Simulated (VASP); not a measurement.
# SnO2 (P4_2/mnm) in VASP: further runs

SnO2 is run at these levels: PBEsol; tasks: single point.

Program: VASP 6.6.1. These are calculated values, not measurements. Logs are shortened: lines on timing, memory, paths and dates and some standing lists are left out, and cuts for length are marked.

## 1. The cell of the first run

The structure is tetragonal, space group P4_2/mnm (No. 136). Conventional cell: a = 4.677 Å, b = 4.677 Å, c = 3.185 Å, α = 90.00°, β = 90.00°, γ = 90.00°. Within 2.7 Å of Sn (site symmetry mmm) lie 6 O at 2.02 to 2.05 Å. O (site symmetry m2m) has 3 Sn at 2.02 to 2.05 Å and 1 O at 2.57 Å within 2.7 Å.

## 2. Single point, PBEsol

INCAR

```
SYSTEM = SnO2
PREC = Accurate
ENCUT = 520
EDIFF = 1E-6
ISMEAR = -1
SIGMA = 0.05
LREAL = .FALSE.
LASPH = .TRUE.
NELM = 60
ALGO = Normal
ISIF = 2
LWAVE = .FALSE.
LCHARG = .FALSE.
GGA = PS
NBANDS = 35
```

KPOINTS

```
regular mesh
0
G
  6 6 8
  0 0 0
```

POSCAR

```
SnO2
1.0
    4.6774320835      0.0000000000      0.0000000000
    0.0000000000      4.6774320835      0.0000000000
    0.0000000000      0.0000000000      3.1852206187
Sn O
2 4
Direct
    0.5000000000      0.5000000000      0.5000000000
    0.0000000000      0.0000000000      0.0000000000
    0.8056319028      0.1943680972      0.5000000000
    0.6943680972      0.6943680972      0.0000000000
    0.1943680972      0.8056319028      0.5000000000
    0.3056319028      0.3056319028      0.0000000000
```

Potentials or basis: VASP PAW PBE potentials, release 64 (Sn_d, O).

Run with:

```sh
$ cat potpaw_PBE.64/Sn_d/POTCAR potpaw_PBE.64/O/POTCAR > POTCAR
$ mpirun -np 1 vasp_std > vasp.out
```

OUTCAR:

```text
SYSTEM = SnO2
   PREC = Accurate
   ENCUT = 520
   EDIFF = 1E-6
   ISMEAR = -1
   LREAL = .FALSE.
   LASPH = .TRUE.
   NELM = 60
   ISIF = 2
   GGA = PS

 ion  position               nearest neighbor table
   1  0.500  0.500  0.500-   3 2.02   5 2.02   4 2.05   6 2.05   4 2.05   6 2.05   2 3.67   2 3.67
                             2 3.67   2 3.67   2 3.67   2 3.67   2 3.67   2 3.67
   2  0.000  0.000  0.000-   4 2.02   6 2.02   5 2.05   3 2.05   3 2.05   5 2.05   1 3.67   1 3.67
                             1 3.67   1 3.67   1 3.67   1 3.67   1 3.67   1 3.67
   3  0.806  0.194  0.500-   1 2.02   2 2.05   2 2.05
   4  0.694  0.694  0.000-   2 2.02   1 2.05   1 2.05
   5  0.194  0.806  0.500-   1 2.02   2 2.05   2 2.05
   6  0.306  0.306  0.000-   2 2.02   1 2.05   1 2.05

  LATTYP: Found a simple tetragonal cell.
 ALAT       =     4.6774320835
 C/A-ratio  =     0.6809763481

  Lattice vectors:

 A1 = (   4.6774320835,   0.0000000000,   0.0000000000)
 A2 = (   0.0000000000,   4.6774320835,   0.0000000000)
 A3 = (   0.0000000000,   0.0000000000,   3.1852206187)

Analysis of symmetry for initial positions (statically):
=====================================================================
 Subroutine PRICEL returns:
 Original cell was already a primitive cell.

 Routine SETGRP: Setting up the symmetry group for a
 simple tetragonal supercell.

 Subroutine GETGRP returns: Found 16 space group operations
 (whereof  8 operations were pure point group operations)
 out of a pool of 16 trial point group operations.

The static configuration has the point symmetry D_2h.
 The point group associated with its full space group is D_4h.

Analysis of symmetry for dynamics (positions and initial velocities):
=====================================================================
 Subroutine PRICEL returns:
 Original cell was already a primitive cell.

 Routine SETGRP: Setting up the symmetry group for a
 simple tetragonal supercell.

 Subroutine GETGRP returns: Found 16 space group operations
 (whereof  8 operations were pure point group operations)
 out of a pool of 16 trial point group operations.

The dynamic configuration has the point symmetry D_2h.
 The point group associated with its full space group is D_4h.

 Subroutine INISYM returns: Found 16 space group operations
 (whereof  8 operations are pure point group operations),
 and found     1 'primitive' translations

----------------------------------------------------------------------------------------

                                     Primitive cell

  volume of cell :      69.6874

  direct lattice vectors                    reciprocal lattice vectors
     4.677432084  0.000000000  0.000000000     0.213792522  0.000000000  0.000000000
     0.000000000  4.677432084  0.000000000     0.000000000  0.213792522  0.000000000
     0.000000000  0.000000000  3.185220619     0.000000000  0.000000000  0.313949996

  length of vectors
     4.677432084  4.677432084  3.185220619     0.213792522  0.213792522  0.313949996

  position of ions in fractional coordinates (direct lattice)
     0.500000000  0.500000000  0.500000000
     0.000000000  0.000000000  0.000000000
     0.805631903  0.194368097  0.500000000
     0.694368097  0.694368097  0.000000000
     0.194368097  0.805631903  0.500000000
     0.305631903  0.305631903  0.000000000

  ion indices of the primitive-cell ions
   primitive index   ion index
                 1           1
                 2           2
                 3           3
                 4           4
                 5           5
                 6           6

----------------------------------------------------------------------------------------

 KPOINTS: regular mesh

Automatic generation of k-mesh.
 Grid dimensions read from file:
 generate k-points for:    6    6    8

 Generating k-lattice:

  Cartesian coordinates                     Fractional coordinates (reciprocal lattice)
     0.035632087  0.000000000  0.000000000     0.166666667  0.000000000  0.000000000
     0.000000000  0.035632087  0.000000000     0.000000000  0.166666667  0.000000000
     0.000000000  0.000000000  0.039243749     0.000000000  0.000000000  0.125000000

  Length of vectors
     0.035632087  0.035632087  0.039243749

  Shift w.r.t. Gamma in fractional coordinates (k-lattice)
     0.000000000  0.000000000  0.000000000

 Subroutine IBZKPT returns following result:
 ===========================================

 Found     50 irreducible k-points:

 Following reciprocal coordinates:
            Coordinates               Weight
  0.000000  0.000000  0.000000      1.000000
  0.166667  0.000000  0.000000      4.000000
  0.333333  0.000000  0.000000      4.000000
  0.500000  0.000000  0.000000      2.000000
  0.166667  0.166667  0.000000      4.000000
  0.333333  0.166667  0.000000      8.000000
[... 16 lines left out ...]
  0.333333  0.000000  0.250000      8.000000
  0.500000  0.000000  0.250000      4.000000
 [... further k-points ...]
   k-points           NKPTS =     50   k-points in BZ     NKDIM =     50   number of bands    NBANDS=     35
   number of dos      NEDOS =    301   number of ions     NIONS =      6
   total plane-waves  NPLWV =  31104
   dimension x,y,z NGX =    36 NGY =   36 NGZ =   24
   dimension x,y,z NGXF=    72 NGYF=   72 NGZF=   48
   ions per type =               2   4
   NGX,Y,Z   is equivalent  to a cutoff of  12.80, 12.80, 12.53 a.u.
   NGXF,Y,Z  is equivalent  to a cutoff of  25.59, 25.59, 25.05 a.u.
 SYSTEM =  SnO2
   PREC   = accura    normal or accurate (medium, high low for compatibility)
   ISTART =      0    job   : 0-new  1-cont  2-samecut
   ICHARG =      2    charge: 1-file 2-atom 10-const
   ISPIN  =      1    spin polarized calculation?
   LNONCOLLINEAR =      F non collinear calculations
   LSORBIT =      F    spin-orbit coupling
   LASPH  =      T    aspherical Exc in radial PAW
   ENCUT  =  520.0 eV  38.22 Ry    6.18 a.u.   8.70  8.70  5.92*2*pi/ulx,y,z
   NELM   =     60;   NELMIN=  2; NELMDL= -5     # of ELM steps
   EDIFF  = 0.1E-05   stopping-criterion for ELM
   LREAL  =      F    real-space projection
   EDIFFG = 0.1E-04   stopping-criterion for IOM
   NSW    =      0    number of steps for IOM
   IBRION =     -1    ionic relax: 0-MD 1-quasi-New 2-CG
   NFREE  =      0    steps in history (QN), initial steepest desc. (CG)
   ISIF   =      2    stress and relaxation
   ISYM   =      2    0-nonsym 1-usesym 2-fastsym
   POTIM  = 0.5000    time-step for ionic-motion
   TEBEG  =    0.0;   TEEND  =   0.0 temperature during run
   PSTRESS=    0.0 pullay stress
   NELECT =      52.0000    total number of electrons
   NUPDOWN=      -1.0000    fix difference up-down
   EMIN   =  10.00;   EMAX   =-10.00  energy-range for DOS
   EFERMI =   0.00;   METHOD = LEGACY
   ISMEAR =    -1;   SIGMA  =   0.05  broadening in eV -4-tet -1-fermi 0-gaus
   EFERMI_NEDOS =   21; number of points for ismear=-14 and -15
   IALGO  =     38    algorithm
   IMIX   =      4    mixing-type and parameters
     AMIX     =   0.40;   BMIX     =  1.00
     AMIX_MAG =   1.60;   BMIX_MAG =  1.00
  volume/ion in A,a.u.               =      11.61        78.38
  Fermi-wavevector in a.u.,A,eV,Ry     =   1.484879  2.806015 29.999025  2.204866
  Thomas-Fermi vector in A             =   2.598361
   LORBIT       =      0    0 simple, 1 ext, 2 COOP (PROOUT), +10 PAW based schemes
   GGA     = PS    functional components
   LHFCALC =     F    Hartree Fock is set to
   AEXX    =    0.0000 exact exchange contribution
   IVDW    =     0    specifies the selected vdW correction
   LEPSILON=     F    determine dielectric tensor
   LRPA    =     F    only Hartree local field effects (RPA)
 non-spin polarized calculation
  energy-cutoff  :      520.00
  volume of cell :       69.69
 maximum number of plane-waves:      1899
 NGX is ok and might be reduce to    36
   NGX = 17   NGY = 17   NGZ = 11

 number of electron      51.9999985 magnetization

 Free energy of the ion-electron system (eV)
  ---------------------------------------------------
  ext. energy  EPLUGINS =         0.00000000
  ---------------------------------------------------
  free energy    TOTEN  =       -39.55103148 eV

  energy without entropy =      -39.55103147  energy(sigma->0) =      -39.55103147

 E-fermi :   7.0530     XC(G=0): -11.6844

 val. band max:        6.3351396546   @ k =   0.0000   0.0000   0.0000
 cond. band min:       7.7526114060   @ k =   0.0000   0.0000   0.0000
 fundamental gap:      1.4174717514
 Fermi energy:         7.0530142376

 k-point     1 :       0.0000    0.0000    0.0000
  band No.  band energies     occupation
      1     -14.7508      2.00000
      2     -13.8719      2.00000
      3     -13.5725      2.00000
      4     -13.5471      2.00000
      5     -13.5471      2.00000
      6     -13.5193      2.00000
[... 27 lines left out ...]
     34      18.7777      0.00000
     35      19.0307      0.00000

 k-point     2 :       0.1667    0.0000    0.0000
  band No.  band energies     occupation
      1     -14.7038      2.00000
      2     -13.9219      2.00000
      3     -13.5738      2.00000
      4     -13.5604      2.00000
      5     -13.5448      2.00000
      6     -13.5447      2.00000
[... 27 lines left out ...]
     34      18.7355      0.00000
     35      18.9838      0.00000

 k-point     3 :       0.3333    0.0000    0.0000
  band No.  band energies     occupation
      1     -14.5664      2.00000
      2     -14.1063      2.00000
      3     -13.5914      2.00000
      4     -13.5783      2.00000
      5     -13.5400      2.00000
      6     -13.5397      2.00000
[... 27 lines left out ...]
     34      18.6797      0.00000
     35      18.9037      0.00000
[... 723 lines left out ...]
 k-point    23 :       0.3333    0.0000    0.2500
  band No.  band energies     occupation
      1     -14.4492      2.00000
      2     -14.2786      2.00000
      3     -13.8886      2.00000
      4     -13.6327      2.00000
      5     -13.4511      2.00000
      6     -13.4509      2.00000
[... 27 lines left out ...]
     34      18.5578      0.00000
     35      18.8219      0.00000

 k-point    24 :       0.5000    0.0000    0.2500
  band No.  band energies     occupation
      1     -14.3878      2.00000
      2     -14.3878      2.00000
      3     -13.7482      2.00000
      4     -13.7482      2.00000
      5     -13.4462      2.00000
      6     -13.4462      2.00000
[... 27 lines left out ...]
     34      18.7783      0.00000
     35      19.0433      0.00000

 [... further k-points ...]

------------------------ aborting loop because EDIFF is reached ----------------------------------------

  FORCE on cell =-STRESS in cart. coord.  units (eV):
  Direction    XX          YY          ZZ          XY          YZ          ZX
  --------------------------------------------------------------------------------------
  -------------------------------------------------------------------------------------
  Total        4.6269173      4.6269173      4.7732092      0.0000000      0.0000000      0.0000000
  in kB      106.3770203    106.3770203    109.7404031      0.0000000      0.0000000      0.0000000
  external PRESSURE =     107.4981479 kB  Pullay stress =       0.0000000 kB

 VOLUME and BASIS-vectors are now :
 -----------------------------------------------------------------------------
  energy-cutoff  :      520.00
  volume of cell :       69.69
      direct lattice vectors                 reciprocal lattice vectors
     4.677432084  0.000000000  0.000000000     0.213792522  0.000000000  0.000000000
     0.000000000  4.677432084  0.000000000     0.000000000  0.213792522  0.000000000
     0.000000000  0.000000000  3.185220619     0.000000000  0.000000000  0.313949996

 POSITION                                       TOTAL-FORCE (eV/Angst)
 -----------------------------------------------------------------------------------
      2.33872      2.33872      1.59261         0.000000      0.000000      0.000000
      0.00000      0.00000      0.00000         0.000000      0.000000      0.000000
      3.76829      0.90914      1.59261        -0.009805      0.009805      0.000000
      3.24786      3.24786      0.00000         0.009805      0.009805      0.000000
      0.90914      3.76829      1.59261         0.009805     -0.009805      0.000000
      1.42957      1.42957      0.00000        -0.009805     -0.009805      0.000000
 -----------------------------------------------------------------------------------
    total drift:                                0.000000      0.000000      0.000000

  FREE ENERGIE OF THE ION-ELECTRON SYSTEM (eV)
  ---------------------------------------------------
  free  energy   TOTEN  =       -39.5510314779 eV

  energy  without entropy=      -39.5510314687  energy(sigma->0) =      -39.55103147
```

It took 2.2 min on 1 thread of Intel Xeon 8259CL, shared host; peak memory 0.23 GiB.

What came out:

```yaml
Free_energy: -39.5510 eV
Pressure: 10.7 GPa
Largest_force: 0.014 eV/Å
Band_gap_on_the_k_mesh: 1.42 eV
```

Forces on the atoms (eV/Å):
```
Sn   0.000  0.000  0.000
Sn   0.000  0.000  0.000
O   -0.010  0.010  0.000
O    0.010  0.010  0.000
O    0.010 -0.010  0.000
O   -0.010 -0.010  0.000
```

Caveat: the cell stands under pressure; the PAW data sets were made with another functional, which shifts forces and pressure a little; spin-orbit coupling is left out, which moves the levels of the heavy elements.

(Part 1 of 2 ends here.)
